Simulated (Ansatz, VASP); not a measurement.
## SiC in VASP and in Ansatz

```
Si C
1.0
     0.00000    2.17400    2.17400
     2.17400    0.00000    2.17400
     2.17400    2.17400    0.00000
Si C
1 1
Cartesian
  0.0566 0.0566 0.0000
  3.2610 3.2610 3.2610
```

Alike in both runs: task electric field gradients; functional PBE; k mesh 16 × 16 × 16; occupations fermi-dirac, width 0.05 eV; no spin polarisation.

|  | VASP | Ansatz |
| --- | --- | --- |
| version | VASP 6.6.1 | Ansatz 0.2.0 |
| potentials or method | VASP PAW PBE potentials, release 64 (Si, C), cutoff 520 eV | all-electron PAW with datasets made for the crystal, scalar-relativistic |

|  | VASP | Ansatz | Ansatz less VASP |
| --- | --- | --- | --- |
| pressure (GPa) | 5.5 | 5.6 | +0.07 |
| traceless stress, the component that is largest in VASP (GPa) | -3.90 | -3.90 | +0.004 |
| rms of the force components (eV/Å) | 0.915 | 0.914 | -0.0004 |
| size of Vzz on the site where it differs most (V/Å²) | 21.7 | 20.5 | -1.15 |

Atom by atom the forces differ by 0.000 eV/Å (rms over components). Ansatz ran all-electron here, and VASP with PAW potentials.
